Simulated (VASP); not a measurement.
# Se (P3_221) in VASP: notebook

Runs on Se. Level: PBEsol. Tasks: single point.

All numbers are computed with VASP 6.6.1; they aren't measurements. Logs are shortened: lines on timing, memory, paths and dates and some standing lists are left out, and cuts for length are marked.

**1. The cell of the first run**

Symmetry: P3_221, No. 154, trigonal system. Conventional cell: a = 4.355 Å, b = 4.355 Å, c = 4.949 Å, α = 90.00°, β = 90.00°, γ = 120.00°. Within 3.1 Å of Se (site symmetry 2) lie 2 Se at 2.32 Å.

**2. Single point, PBEsol**

Contents of INCAR:

```
SYSTEM = Se
ALGO = Normal
EDIFF = 1E-6
ENCUT = 520
GGA = PS
ISIF = 2
ISMEAR = 0
LASPH = .TRUE.
LCHARG = .FALSE.
LREAL = .FALSE.
LWAVE = .FALSE.
NBANDS = 16
NELM = 60
PREC = Accurate
SIGMA = 0.01
```

Contents of KPOINTS:

```
k-points
0
G
  3 3 2
  0 0 0
```

Contents of POSCAR:

```
Se
1.0
    4.3551700000      0.0000000000      0.0000000000
   -2.1775900000      3.7716900000      0.0000000000
    0.0000000000      0.0000000000      4.9494500000
Se
3
Direct
    0.2170000000      0.0000000000      0.1666666667
    0.0000000000      0.2170000000      0.8333333333
    0.7830000000      0.7830000000      0.5000000000
```

Potentials or basis: VASP PAW PBE potentials, release 64 (Se).

Started as:

```bash
$ cat potpaw_PBE.64/Se/POTCAR > POTCAR
$ mpirun -np 1 vasp_std > vasp.out
```

OUTCAR:

```text
SYSTEM = Se
   EDIFF = 1E-6
   ENCUT = 520
   GGA = PS
   ISIF = 2
   ISMEAR = 0
   LASPH = .TRUE.
   LREAL = .FALSE.
   NELM = 60
   PREC = Accurate

 ion  position               nearest neighbor table
   1  0.217  0.000  0.167-   3 2.32   2 2.32
   2  0.000  0.217  0.833-   3 2.32   1 2.32
   3  0.783  0.783  0.500-   1 2.32   2 2.32

  LATTYP: Found a hexagonal cell.
 ALAT       =     4.3551700000
 C/A-ratio  =     1.1364539157

  Lattice vectors:

 A1 = (   4.3551700000,   0.0000000000,   0.0000000000)
 A2 = (  -2.1775900000,   3.7716900000,   0.0000000000)
 A3 = (   0.0000000000,   0.0000000000,   4.9494500000)

Analysis of symmetry for initial positions (statically):
=====================================================================
 Subroutine PRICEL returns:
 Original cell was already a primitive cell.

 Routine SETGRP: Setting up the symmetry group for a
 hexagonal supercell.

 Subroutine GETGRP returns: Found  6 space group operations
 (whereof  2 operations were pure point group operations)
 out of a pool of 24 trial point group operations.

The static configuration has the point symmetry C_2 .
 The point group associated with its full space group is D_3 .

Analysis of symmetry for dynamics (positions and initial velocities):
=====================================================================
 Subroutine PRICEL returns:
 Original cell was already a primitive cell.

 Routine SETGRP: Setting up the symmetry group for a
 hexagonal supercell.

 Subroutine GETGRP returns: Found  6 space group operations
 (whereof  2 operations were pure point group operations)
 out of a pool of 24 trial point group operations.

The dynamic configuration has the point symmetry C_2 .
 The point group associated with its full space group is D_3 .

 Subroutine INISYM returns: Found  6 space group operations
 (whereof  2 operations are pure point group operations),
 and found     1 'primitive' translations

----------------------------------------------------------------------------------------

                                     Primitive cell

  volume of cell :      81.3014

  direct lattice vectors                    reciprocal lattice vectors
     4.355170000  0.000000000  0.000000000     0.229612162  0.132566873  0.000000000
    -2.177590000  3.771690000  0.000000000     0.000000000  0.265133137  0.000000000
     0.000000000  0.000000000  4.949450000     0.000000000  0.000000000  0.202042651

  length of vectors
     4.355170000  4.355174355  4.949450000     0.265133402  0.265133137  0.202042651

  position of ions in fractional coordinates (direct lattice)
     0.217000000  0.000000000  0.166666667
     0.000000000  0.217000000  0.833333333
     0.783000000  0.783000000  0.500000000

  ion indices of the primitive-cell ions
   primitive index   ion index
                 1           1
                 2           2
                 3           3

----------------------------------------------------------------------------------------

 KPOINTS: k-points

Automatic generation of k-mesh.
 Grid dimensions read from file:
 generate k-points for:    3    3    2

 Generating k-lattice:

  Cartesian coordinates                     Fractional coordinates (reciprocal lattice)
     0.076537387  0.044188958  0.000000000     0.333333333  0.000000000  0.000000000
     0.000000000  0.088377712  0.000000000     0.000000000  0.333333333  0.000000000
     0.000000000  0.000000000  0.101021326     0.000000000  0.000000000  0.500000000

  Length of vectors
     0.088377801  0.088377712  0.101021326

  Shift w.r.t. Gamma in fractional coordinates (k-lattice)
     0.000000000  0.000000000  0.000000000

 Subroutine IBZKPT returns following result:
 ===========================================

 Found      6 irreducible k-points:

 Following reciprocal coordinates:
            Coordinates               Weight
  0.000000  0.000000  0.000000      1.000000
  0.333333  0.000000  0.000000      6.000000
  0.333333  0.333333  0.000000      2.000000
  0.000000  0.000000  0.500000      1.000000
  0.333333  0.000000  0.500000      6.000000
  0.333333  0.333333  0.500000      2.000000
   k-points           NKPTS =      6   k-points in BZ     NKDIM =      6   number of bands    NBANDS=     16
   number of dos      NEDOS =    301   number of ions     NIONS =      3
   total plane-waves  NPLWV =  40960
   dimension x,y,z NGX =    32 NGY =   32 NGZ =   40
   dimension x,y,z NGXF=    64 NGYF=   64 NGZF=   80
   ions per type =               3
   NGX,Y,Z   is equivalent  to a cutoff of  12.22, 12.22, 13.44 a.u.
   NGXF,Y,Z  is equivalent  to a cutoff of  24.43, 24.43, 26.87 a.u.
 SYSTEM =  Se
   PREC   = accura    normal or accurate (medium, high low for compatibility)
   ISTART =      0    job   : 0-new  1-cont  2-samecut
   ICHARG =      2    charge: 1-file 2-atom 10-const
   ISPIN  =      1    spin polarized calculation?
   LNONCOLLINEAR =      F non collinear calculations
   LSORBIT =      F    spin-orbit coupling
   LASPH  =      T    aspherical Exc in radial PAW
   ENCUT  =  520.0 eV  38.22 Ry    6.18 a.u.   8.10  8.10  9.20*2*pi/ulx,y,z
   NELM   =     60;   NELMIN=  2; NELMDL= -5     # of ELM steps
   EDIFF  = 0.1E-05   stopping-criterion for ELM
   LREAL  =      F    real-space projection
   EDIFFG = 0.1E-04   stopping-criterion for IOM
   NSW    =      0    number of steps for IOM
   IBRION =     -1    ionic relax: 0-MD 1-quasi-New 2-CG
   NFREE  =      0    steps in history (QN), initial steepest desc. (CG)
   ISIF   =      2    stress and relaxation
   ISYM   =      2    0-nonsym 1-usesym 2-fastsym
   POTIM  = 0.5000    time-step for ionic-motion
   TEBEG  =    0.0;   TEEND  =   0.0 temperature during run
   PSTRESS=    0.0 pullay stress
   NELECT =      18.0000    total number of electrons
   NUPDOWN=      -1.0000    fix difference up-down
   EMIN   =  10.00;   EMAX   =-10.00  energy-range for DOS
   EFERMI =   0.00;   METHOD = LEGACY
   ISMEAR =     0;   SIGMA  =   0.01  broadening in eV -4-tet -1-fermi 0-gaus
   EFERMI_NEDOS =   21; number of points for ismear=-14 and -15
   IALGO  =     38    algorithm
   IMIX   =      4    mixing-type and parameters
     AMIX     =   0.40;   BMIX     =  1.00
     AMIX_MAG =   1.60;   BMIX_MAG =  1.00
  volume/ion in A,a.u.               =      27.10       182.88
  Fermi-wavevector in a.u.,A,eV,Ry     =   0.990375  1.871537 13.345173  0.980843
  Thomas-Fermi vector in A             =   2.122041
   LORBIT       =      0    0 simple, 1 ext, 2 COOP (PROOUT), +10 PAW based schemes
   GGA     = PS    functional components
   LHFCALC =     F    Hartree Fock is set to
   AEXX    =    0.0000 exact exchange contribution
   IVDW    =     0    specifies the selected vdW correction
   LEPSILON=     F    determine dielectric tensor
   LRPA    =     F    only Hartree local field effects (RPA)
 non-spin polarized calculation
 Gauss-broadening in eV      SIGMA  =   0.01
  energy-cutoff  :      520.00
  volume of cell :       81.30
 maximum number of plane-waves:      2202
   NGX = 17   NGY = 17   NGZ = 19

 number of electron      17.9999997 magnetization

 Free energy of the ion-electron system (eV)
  ---------------------------------------------------
  ext. energy  EPLUGINS =         0.00000000
  ---------------------------------------------------
  free energy    TOTEN  =       -11.27473939 eV

  energy without entropy =      -11.27473939  energy(sigma->0) =      -11.27473939

 E-fermi :   2.5020     XC(G=0):  -9.0225

 val. band max:        2.4503051928   @ k =   0.3333   0.3333   0.5000
 cond. band min:       3.5541554173   @ k =   0.3333   0.3333   0.5000
 fundamental gap:      1.1038502245
 Fermi energy:         2.5020289787

 k-point     1 :       0.0000    0.0000    0.0000
  band No.  band energies     occupation
      1     -13.5271      2.00000
      2      -9.1966      2.00000
      3      -9.1966      2.00000
      4      -1.3517      2.00000
      5      -1.3517      2.00000
      6      -1.1684      2.00000
[... 8 lines left out ...]
     15       8.9012      0.00000
     16      10.9355      0.00000

 k-point     2 :       0.3333    0.0000    0.0000
  band No.  band energies     occupation
      1     -13.2155      2.00000
      2      -9.4961      2.00000
      3      -9.1495      2.00000
      4      -2.6311      2.00000
      5      -2.0509      2.00000
      6      -0.9646      2.00000
[... 8 lines left out ...]
     15      11.0515      0.00000
     16      11.9293      0.00000

 k-point     3 :       0.3333    0.3333    0.0000
  band No.  band energies     occupation
      1     -13.0339      2.00000
      2      -9.4193      2.00000
      3      -9.4193      2.00000
      4      -2.5807      2.00000
      5      -2.5807      2.00000
      6      -0.2809      2.00000
[... 8 lines left out ...]
     15      10.3786      0.00000
     16      12.2466      0.00000

 k-point     4 :       0.0000    0.0000    0.5000
  band No.  band energies     occupation
      1     -12.3270      2.00000
      2     -12.3270      2.00000
      3      -6.6741      2.00000
      4      -2.5935      2.00000
      5      -0.8489      2.00000
      6      -0.8489      2.00000
[... 8 lines left out ...]
     15       9.9220      0.00000
     16      10.7863      0.00000

 k-point     5 :       0.3333    0.0000    0.5000
  band No.  band energies     occupation
      1     -12.1238      2.00000
      2     -12.0373      2.00000
      3      -7.4612      2.00000
      4      -3.2388      2.00000
      5      -1.7800      2.00000
      6      -1.5582      2.00000
[... 8 lines left out ...]
     15      10.5583      0.00000
     16      11.3379      0.00000

 k-point     6 :       0.3333    0.3333    0.5000
  band No.  band energies     occupation
      1     -11.9433      2.00000
      2     -11.9433      2.00000
      3      -7.7965      2.00000
      4      -3.3820      2.00000
      5      -2.4023      2.00000
      6      -2.4023      2.00000
[... 8 lines left out ...]
     15      11.0869      0.00000
     16      11.0869      0.00000

------------------------ aborting loop because EDIFF is reached ----------------------------------------

  FORCE on cell =-STRESS in cart. coord.  units (eV):
  Direction    XX          YY          ZZ          XY          YZ          ZX
  --------------------------------------------------------------------------------------
  -------------------------------------------------------------------------------------
  Total        1.2827553      1.2827568      2.8292672     -0.0000017     -0.0000000      0.0000000
  in kB       25.2787949     25.2788236     55.7553451     -0.0000335     -0.0000000      0.0000000
  external PRESSURE =      35.4376545 kB  Pullay stress =       0.0000000 kB

 VOLUME and BASIS-vectors are now :
 -----------------------------------------------------------------------------
  energy-cutoff  :      520.00
  volume of cell :       81.30
      direct lattice vectors                 reciprocal lattice vectors
     4.355170000  0.000000000  0.000000000     0.229612162  0.132566873  0.000000000
    -2.177590000  3.771690000  0.000000000     0.000000000  0.265133137  0.000000000
     0.000000000  0.000000000  4.949450000     0.000000000  0.000000000  0.202042651

 POSITION                                       TOTAL-FORCE (eV/Angst)
 -----------------------------------------------------------------------------------
      0.94507      0.00000      0.82491         1.263857      0.000000     -0.000000
     -0.47254      0.81846      4.12454        -0.631930      1.094533      0.000000
      1.70505      2.95323      2.47472        -0.631927     -1.094533     -0.000000
 -----------------------------------------------------------------------------------
    total drift:                                0.000000      0.000002     -0.000000

  FREE ENERGIE OF THE ION-ELECTRON SYSTEM (eV)
  ---------------------------------------------------
  free  energy   TOTEN  =       -11.2747393925 eV

  energy  without entropy=      -11.2747393925  energy(sigma->0) =      -11.27473939
```

Run time: 21 s. Hardware: 1 thread of AMD EPYC 7R13, shared host; peak memory 0.15 GiB.

Results:

```
Free energy            : -11.2747 eV
Pressure               : 3.5 GPa
Largest force          : 1.264 eV/Å
Band gap on the k mesh : 1.10 eV
```

Forces in eV/Å, atoms in the order of the input:
```
Se   1.264  0.000  0.000
Se  -0.632  1.095  0.000
Se  -0.632 -1.095  0.000
```

Levels at points of the mesh, in eV from the valence-band top:
```tsv
k point	band 6	band 7	band 8	band 9	band 10	band 11	band 12	band 13
(0.00, 0.00, 0.00)	-3.62	-1.99	-1.99	-0.19	2.21	2.21	2.62	6.03
(0.00, 0.00, 0.50)	-3.30	-1.38	-1.38	-1.01	1.43	1.56	1.56	6.21
```

Caveat: the k points lie up to 0.63 Å⁻¹ apart; the PAW data sets were made with another functional, which shifts forces and pressure a little; an odd mesh through Γ misses points on the zone boundary, where band edges can lie.

**3. Single point, PBEsol, non-collinear spin, zero start, spin-orbit coupling**

Contents of INCAR:

```
ALGO = Normal
EDIFF = 1E-6
ENCUT = 520
GGA = PS
GGA_COMPAT = False
ISIF = 2
ISMEAR = 0
LASPH = True
LCHARG = True
LORBIT = 11
LORBMOM = True
LREAL = False
LSORBIT = True
LVHAR = True
LWAVE = False
MAGMOM = 0 0 0 0 0 0 0 0 0
NBANDS = 31
NELM = 150
PREC = Accurate
SIGMA = 0.01
```

Contents of KPOINTS:

```
k-points
0
Gamma
  3 3 2
```

POSCAR is that of step 2.

Potentials or basis: VASP PAW PBE potentials, release 64 (Se).

Started as:

```bash
$ cat potpaw_PBE.64/Se/POTCAR > POTCAR
$ mpirun -np 1 vasp_ncl > vasp.out
```

Run time: 1.7 min. Hardware: 1 thread of AMD EPYC 7R13, shared host; peak memory 0.32 GiB.

Results (log left out):

```yaml
Free_energy: -11.3398 eV
Pressure: 3.6 GPa
Largest_force: 1.278 eV/Å
Net_moment: 0.00 μB per cell
Valence_electrons_inside_the_program's_atomic_spheres: Se 3.78
```

Forces on the atoms (eV/Å):
```
Se   1.278  0.000  0.000
Se  -0.639  1.107  0.000
Se  -0.639 -1.107  0.000
```

Stress tensor (GPa, compression positive):
```
2.58 0.00 0.00
0.00 2.58 0.00
0.00 0.00 5.69
```

Moments on the atoms (μB; x, y, z):
```
Se  0.00 0.00 0.00
Se  0.00 0.00 0.00
Se  0.00 0.00 0.00
```

Caveat: the k points lie up to 0.63 Å⁻¹ apart; the PAW data sets were made with another functional, which shifts forces and pressure a little.
